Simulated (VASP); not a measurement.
# Cd2S (Cmmm) in VASP: relaxation of cell and atoms with PBE

Aim: the relaxation of cell and atoms of Cd2S with PBE.

Program: VASP 6.6.1. These are calculated values, not measurements. Logs are shortened: lines on timing, memory, paths and dates and some standing lists are left out, and cuts for length are marked.

**1. The cell of the first run**

Symmetry: Cmmm, No. 65, orthorhombic system. The conventional cell has a = 3.767 Å, b = 11.269 Å, c = 3.858 Å, α = 90.00°, β = 90.00°, γ = 90.00°. Within 3.5 Å of Cd (site symmetry m2m) lie 2 S at 2.58 Å and 3 Cd at 2.90 to 3.43 Å. Within 3.4 Å of S (site symmetry mmm) lie 4 Cd at 2.58 Å.

The cell was generated, and may not be a known phase.

**2. Relaxation of cell and atoms, PBE**

File INCAR:

```
SYSTEM = Cd2S
  ALGO = Normal
  EDIFF = 1E-6
  EDIFFG = -0.01
  ENCUT = 600
  GGA = PE
  IBRION = 2
  ISIF = 3
  ISMEAR = 0
  LASPH = .True.
  LCHARG = .False.
  LREAL = .False.
  LWAVE = .False.
  NELM = 60
  NSW = 100
  PREC = Accurate
  SIGMA = 0.01
```

File KPOINTS:

```
k-points
0
Gamma
  10 10 10
  0 0 0
```

File POSCAR:

```
Cd2S
1.0
    1.8833047898     -5.6343014419      0.0000000000
    1.8833047898      5.6343014419      0.0000000000
    0.0000000000      0.0000000000      3.8582196437
Cd S
2 1
Direct
    0.3477439054      0.6522560946      0.0000000000
    0.6522560946      0.3477439054      0.0000000000
    0.5000000000      0.5000000000      0.5000000000
```

Potentials or basis: VASP PAW PBE potentials, release 64 (Cd, S).

Started as:

```
> cat potpaw_PBE.64/Cd/POTCAR potpaw_PBE.64/S/POTCAR > POTCAR
> mpirun -np 1 vasp_std > vasp.out
```

OUTCAR:

```text
SYSTEM = Cd2S
   EDIFF = 1E-6
   EDIFFG = -0.01
   ENCUT = 600
   GGA = PE
   IBRION = 2
   ISIF = 3
   ISMEAR = 0
   LASPH = .True.
   LREAL = .False.
   NELM = 60
   NSW = 100
   PREC = Accurate

 ion  position               nearest neighbor table
   1  0.348  0.652  0.000-   3 2.58   3 2.58   2 2.90   2 2.90   2 3.43
   2  0.652  0.348  0.000-   3 2.58   3 2.58   1 2.90   1 2.90   1 3.43
   3  0.500  0.500  0.500-   1 2.58   2 2.58   1 2.58   2 2.58

  LATTYP: Found a base centered orthorhombic cell.
 ALAT       =     3.7666095796
 B/A-ratio  =     2.9917098244
 C/A-ratio  =     1.0243216246

  Lattice vectors:

 A1 = (   1.8833047898,  -5.6343014419,   0.0000000000)
 A2 = (   1.8833047898,   5.6343014419,   0.0000000000)
 A3 = (   0.0000000000,   0.0000000000,   3.8582196437)

Analysis of symmetry for initial positions (statically):
=====================================================================
 Subroutine PRICEL returns:
 Original cell was already a primitive cell.

 Routine SETGRP: Setting up the symmetry group for a
 base centered orthorhombic supercell.

 Subroutine GETGRP returns: Found  8 space group operations
 (whereof  8 operations were pure point group operations)
 out of a pool of  8 trial point group operations.

The static configuration has the point symmetry D_2h.

Analysis of symmetry for dynamics (positions and initial velocities):
=====================================================================
 Subroutine PRICEL returns:
 Original cell was already a primitive cell.

 Routine SETGRP: Setting up the symmetry group for a
 base centered orthorhombic supercell.

 Subroutine GETGRP returns: Found  8 space group operations
 (whereof  8 operations were pure point group operations)
 out of a pool of  8 trial point group operations.

The dynamic configuration has the point symmetry D_2h.

 Subroutine INISYM returns: Found  8 space group operations
 (whereof  8 operations are pure point group operations),
 and found     1 'primitive' translations

----------------------------------------------------------------------------------------

                                     Primitive cell

  volume of cell :      81.8800

  direct lattice vectors                    reciprocal lattice vectors
     1.883304790 -5.634301442  0.000000000     0.265490749 -0.088742146  0.000000000
     1.883304790  5.634301442  0.000000000     0.265490749  0.088742146  0.000000000
     0.000000000  0.000000000  3.858219644     0.000000000  0.000000000  0.259186903

  length of vectors
     5.940722992  5.940722992  3.858219644     0.279929467  0.279929467  0.259186903

  position of ions in fractional coordinates (direct lattice)
     0.347743905  0.652256095  0.000000000
     0.652256095  0.347743905  0.000000000
     0.500000000  0.500000000  0.500000000

  ion indices of the primitive-cell ions
   primitive index   ion index
                 1           1
                 2           2
                 3           3

----------------------------------------------------------------------------------------

 KPOINTS: k-points

Automatic generation of k-mesh.
 Grid dimensions read from file:
 generate k-points for:   10   10   10

 Generating k-lattice:

  Cartesian coordinates                     Fractional coordinates (reciprocal lattice)
     0.026549075 -0.008874215  0.000000000     0.100000000  0.000000000  0.000000000
     0.026549075  0.008874215  0.000000000     0.000000000  0.100000000  0.000000000
     0.000000000  0.000000000  0.025918690     0.000000000  0.000000000  0.100000000

  Length of vectors
     0.027992947  0.027992947  0.025918690

  Shift w.r.t. Gamma in fractional coordinates (k-lattice)
     0.000000000  0.000000000  0.000000000

 Subroutine IBZKPT returns following result:
 ===========================================

 Found    186 irreducible k-points:

 Following reciprocal coordinates:
            Coordinates               Weight
  0.000000  0.000000  0.000000      1.000000
  0.100000  0.000000  0.000000      4.000000
  0.200000  0.000000  0.000000      4.000000
  0.300000  0.000000  0.000000      4.000000
  0.400000  0.000000  0.000000      4.000000
  0.500000  0.000000  0.000000      2.000000
[... 16 lines left out ...]
  0.300000  0.300000  0.000000      2.000000
  0.400000  0.300000  0.000000      4.000000
 [... further k-points ...]
   k-points           NKPTS =    186   k-points in BZ     NKDIM =    186   number of bands    NBANDS=     19
   number of dos      NEDOS =    301   number of ions     NIONS =      3
   total plane-waves  NPLWV =  73728
   dimension x,y,z NGX =    48 NGY =   48 NGZ =   32
   dimension x,y,z NGXF=    96 NGYF=   96 NGZF=   64
   ions per type =               2   1
   NGX,Y,Z   is equivalent  to a cutoff of  13.43, 13.43, 13.79 a.u.
   NGXF,Y,Z  is equivalent  to a cutoff of  26.86, 26.86, 27.58 a.u.
 SYSTEM =  Cd2S
   PREC   = accura    normal or accurate (medium, high low for compatibility)
   ISTART =      0    job   : 0-new  1-cont  2-samecut
   ICHARG =      2    charge: 1-file 2-atom 10-const
   ISPIN  =      1    spin polarized calculation?
   LNONCOLLINEAR =      F non collinear calculations
   LSORBIT =      F    spin-orbit coupling
   LASPH  =      T    aspherical Exc in radial PAW
   ENCUT  =  600.0 eV  44.10 Ry    6.64 a.u.  11.87 11.87  7.71*2*pi/ulx,y,z
   NELM   =     60;   NELMIN=  2; NELMDL= -5     # of ELM steps
   EDIFF  = 0.1E-05   stopping-criterion for ELM
   LREAL  =      F    real-space projection
   EDIFFG = -.1E-01   stopping-criterion for IOM
   NSW    =    100    number of steps for IOM
   IBRION =      2    ionic relax: 0-MD 1-quasi-New 2-CG
   NFREE  =      1    steps in history (QN), initial steepest desc. (CG)
   ISIF   =      3    stress and relaxation
   ISYM   =      2    0-nonsym 1-usesym 2-fastsym
   POTIM  = 0.5000    time-step for ionic-motion
   TEBEG  =    0.0;   TEEND  =   0.0 temperature during run
   PSTRESS=    0.0 pullay stress
   NELECT =      30.0000    total number of electrons
   NUPDOWN=      -1.0000    fix difference up-down
   EMIN   =  10.00;   EMAX   =-10.00  energy-range for DOS
   EFERMI =   0.00;   METHOD = LEGACY
   ISMEAR =     0;   SIGMA  =   0.01  broadening in eV -4-tet -1-fermi 0-gaus
   EFERMI_NEDOS =   21; number of points for ismear=-14 and -15
   IALGO  =     38    algorithm
   IMIX   =      4    mixing-type and parameters
     AMIX     =   0.40;   BMIX     =  1.00
     AMIX_MAG =   1.60;   BMIX_MAG =  1.00
  volume/ion in A,a.u.               =      27.29       184.18
  Fermi-wavevector in a.u.,A,eV,Ry     =   1.171447  2.213714 18.671118  1.372288
  Thomas-Fermi vector in A             =   2.307891
   LORBIT       =      0    0 simple, 1 ext, 2 COOP (PROOUT), +10 PAW based schemes
   GGA     = PE    functional components
   LHFCALC =     F    Hartree Fock is set to
   AEXX    =    0.0000 exact exchange contribution
   IVDW    =     0    specifies the selected vdW correction
   LEPSILON=     F    determine dielectric tensor
   LRPA    =     F    only Hartree local field effects (RPA)
 conjugate gradient relaxation of ions
 non-spin polarized calculation
 Gauss-broadening in eV      SIGMA  =   0.01
  energy-cutoff  :      600.00
  volume of cell :       81.88
 maximum number of plane-waves:      2766
   NGX = 23   NGY = 23   NGZ = 15

--------------------------------------- Ionic step        1  -------------------------------------------

 number of electron      29.9999997 magnetization

 Free energy of the ion-electron system (eV)
  ---------------------------------------------------
  ext. energy  EPLUGINS =         0.00000000
  ---------------------------------------------------
  free energy    TOTEN  =        -6.05695817 eV

  energy without entropy =       -6.05695817  energy(sigma->0) =       -6.05695817

------------------------ aborting loop because EDIFF is reached ----------------------------------------

  FORCE on cell =-STRESS in cart. coord.  units (eV):
  Direction    XX          YY          ZZ          XY          YZ          ZX
  --------------------------------------------------------------------------------------
  -------------------------------------------------------------------------------------
  Total        0.1123236      0.3852260      0.2371866      0.0000000      0.0000000      0.0000000
  in kB        2.1978804      7.5378689      4.6411224      0.0000000      0.0000000      0.0000000
  external PRESSURE =       4.7922905 kB  Pullay stress =       0.0000000 kB

 VOLUME and BASIS-vectors are now :
 -----------------------------------------------------------------------------
  energy-cutoff  :      600.00
  volume of cell :       81.88
      direct lattice vectors                 reciprocal lattice vectors
     1.883304790 -5.634301442  0.000000000     0.265490749 -0.088742146  0.000000000
     1.883304790  5.634301442  0.000000000     0.265490749  0.088742146  0.000000000
     0.000000000  0.000000000  3.858219644     0.000000000  0.000000000  0.259186903
[... 223 lines left out ...]
 POSITION                                       TOTAL-FORCE (eV/Angst)
 -----------------------------------------------------------------------------------
      1.89790      1.73666      0.00000         0.000000     -0.004488      0.000000
      1.89790     -1.73666      0.00000         0.000000      0.004488      0.000000
      1.89790      0.00000      1.92657        -0.000000      0.000000      0.000000
 -----------------------------------------------------------------------------------
    total drift:                               -0.000000     -0.000000      0.000000

  FREE ENERGIE OF THE ION-ELECTRON SYSTEM (eV)
  ---------------------------------------------------
  free  energy   TOTEN  =        -6.0592335615 eV

  energy  without entropy=       -6.0592335615  energy(sigma->0) =       -6.05923356

--------------------------------------- Ionic step        8  -------------------------------------------

 number of electron      29.9999991 magnetization

 Free energy of the ion-electron system (eV)
  ---------------------------------------------------
  ext. energy  EPLUGINS =         0.00000000
  ---------------------------------------------------
  free energy    TOTEN  =        -6.05926696 eV

  energy without entropy =       -6.05926696  energy(sigma->0) =       -6.05926696

 E-fermi :   1.0841     XC(G=0):  -9.0254

 val. band max:        1.0225301053   @ k =   0.3000   0.2000   0.3000
 cond. band min:       1.1272640521   @ k =   0.3000   0.2000   0.0000
 fundamental gap:      0.1047339468
 Fermi energy:         1.0840764471

 k-point     1 :       0.0000    0.0000    0.0000
  band No.  band energies     occupation
      1     -11.3383      2.00000
      2      -7.5135      2.00000
      3      -7.5029      2.00000
      4      -7.4714      2.00000
      5      -7.4444      2.00000
      6      -7.0999      2.00000
[... 11 lines left out ...]
     18       6.6094      0.00000
     19       7.9102      0.00000
[... 485 lines left out ...]
 k-point    24 :       0.4000    0.3000    0.0000
  band No.  band energies     occupation
      1     -11.1585      2.00000
      2      -7.6076      2.00000
      3      -7.4369      2.00000
      4      -7.3552      2.00000
      5      -7.2224      2.00000
      6      -7.2014      2.00000
[... 11 lines left out ...]
     18       6.9102      0.00000
     19       6.9900      0.00000

 [... further k-points ...]
[... 5 lines left out ...]
  --------------------------------------------------------------------------------------
  -------------------------------------------------------------------------------------
  Total        0.0155484      0.0114951      0.0188576      0.0000000      0.0000000      0.0000000
  in kB        0.3006582      0.2222810      0.3646480      0.0000000      0.0000000      0.0000000
  external PRESSURE =       0.2958624 kB  Pullay stress =       0.0000000 kB

 VOLUME and BASIS-vectors are now :
 -----------------------------------------------------------------------------
  energy-cutoff  :      600.00
  volume of cell :       82.86
      direct lattice vectors                 reciprocal lattice vectors
     1.899305337 -5.660684012  0.000000000     0.263254144 -0.088328548  0.000000000
     1.899305337  5.660684012  0.000000000     0.263254144  0.088328548  0.000000000
     0.000000000  0.000000000  3.853267673     0.000000000  0.000000000  0.259519993

 POSITION                                       TOTAL-FORCE (eV/Angst)
 -----------------------------------------------------------------------------------
      1.89931      1.73507      0.00000        -0.000000     -0.004458      0.000000
      1.89931     -1.73507      3.85327        -0.000000      0.004458      0.000000
      1.89931      0.00000      1.92663         0.000000      0.000000      0.000000
 -----------------------------------------------------------------------------------
    total drift:                               -0.000000     -0.000000      0.000000

  FREE ENERGIE OF THE ION-ELECTRON SYSTEM (eV)
  ---------------------------------------------------
  free  energy   TOTEN  =        -6.0592669552 eV

  energy  without entropy=       -6.0592669552  energy(sigma->0) =       -6.05926696

 reached required accuracy - stopping structural energy minimisation
```

Wall time 11 min (1 thread of Intel Xeon 6975P-C (Granite Rapids), shared host); peak memory 0.52 GiB.

What came out:

| Quantity | Value |
| --- | --- |
| Free energy | -6.0593 eV |
| Relaxed volume | 27.62 Å³/atom |
| Relaxed cell | a = 5.971 Å, b = 5.971 Å, c = 3.853 Å, α = 90.00°, β = 90.00°, γ = 142.90° |
| Space group after relaxing (to 0.1 Å) | Cmmm (No. 65) |
| Energy gained by relaxing | 0.8 meV/atom |
| Ionic steps | 8 |
| Pressure after relaxing | 0.0 GPa |
| Largest force after relaxing | 0.004 eV/Å |
| Band gap on the k mesh | 0.10 eV (least direct gap 0.16 eV) |

Forces in eV/Å, atoms in the order of the input:
```
Cd   0.000 -0.004  0.000
Cd   0.000  0.004  0.000
S    0.000  0.000  0.000
```

Step by step:
```csv
step,energy change (eV),largest force (eV/Å),pressure (GPa),volume (Å³)
1,0.0000,0.1021,0.48,81.88
2,-0.0015,0.0020,-0.18,82.85
3,-0.0016,0.0243,-0.01,82.60
4,-0.0019,0.0214,0.01,82.65
5,-0.0022,0.0138,0.03,82.77
6,-0.0023,0.0006,-0.03,82.87
7,-0.0023,0.0045,-0.05,82.90
8,-0.0023,0.0045,0.03,82.86
```

Final structure:
```
CELL_PARAMETERS angstrom
1.89931 -5.66068 0.00000
1.89931 5.66068 0.00000
0.00000 0.00000 3.85327
ATOMIC_POSITIONS crystal
Cd 0.34674 0.65326 0.00000
Cd 0.65326 0.34674 0.00000
S 0.50000 0.50000 0.50000
```

Caveat: semilocal functionals underestimate gaps, and a narrow one can read as zero. A k mesh can miss the band edges.
